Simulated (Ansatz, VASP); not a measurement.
Si: VASP beside Ansatz

Contents of POSCAR:

```
Si
1.0
    0.0000000000      2.6091463497      2.6091463497
    2.6091463497      0.0000000000      2.6091463497
    2.6091463497      2.6091463497      0.0000000000
Si
2
Direct
    0.5000000000      0.5000000000      0.5000000000
    0.7500000000      0.7500000000      0.7500000000
```

INCAR.step1

```
SYSTEM = Si
  ALGO = Normal
  EDIFF = 1E-4
  ENCUT = 520
  GGA = PE
  ISMEAR = -1
  LASPH = .True.
  LCHARG = .False.
  LREAL = .False.
  LWAVE = .True.
  NBANDS = 11
  NELM = 80
  PREC = Accurate
  SIGMA = 0.05
```

Contents of INCAR.step2:

```
SYSTEM = Si
  ALGO = Normal
  EDIFF = 1E-6
  ENCUT = 520
  ISIF = 2
  ISMEAR = -1
  ISTART = 1
  LASPH = .True.
  LCHARG = .True.
  LELF = .True.
  LMIXTAU = .True.
  LREAL = .False.
  LVHAR = .True.
  LWAVE = .False.
  METAGGA = R2SCAN
  NBANDS = 11
  NELM = 80
  PREC = Accurate
  SIGMA = 0.05
```

File KPOINTS:

```
k-points
0
Gamma
  9 9 9
  0 0 0
```

Input for Ansatz:

```yaml
crystal:
  lattice:
    - [0.0, 2.6091463497, 2.6091463497]
    - [2.6091463497, 0.0, 2.6091463497]
    - [2.6091463497, 2.6091463497, 0.0]
  atoms:
    - { symbol: Si, position: [0.5, 0.5, 0.5] }
    - { symbol: Si, position: [0.75, 0.75, 0.75] }
hamiltonian:
  xc: r2scan
  pseudopotentials:
    kind: paw
    azcp:
      Si: "pseudopotentials/Si.paw.azcp"
basis:
  ecutwfc: 500
  fft_grid_basis: typed
kpoints:
  mp_grid: { grid: [9, 9, 9], shift: [0, 0, 0] }
magnetization:
  spin_polarized: false
scf:
  occupations: { method: fermi_dirac, width: 0.05 }
output:
  stress: true
```

Alike in both runs: task single point; functional r2SCAN; k mesh 9 × 9 × 9; occupations fermi-dirac, width 0.05 eV; no spin polarisation.

```csv
,VASP,Ansatz
version,VASP 6.6.1,Ansatz 0.2.0
potentials or method,"VASP PAW PBE potentials, release 64 (Si), cutoff 520 eV","plane waves (500 eV) with PAW, scalar-relativistic"
valence electrons in the cell,8,8
```

Ansatz gave:

| Property | Result |
| --- | --- |
| pressure (GPa) | 16.0 |

Which values does VASP return?

Pressure (GPa): 15.7.

VASP's potentials were made for PBE, not for r2SCAN. With one functional, cell and mesh, what is left measures potentials, basis and numerics.
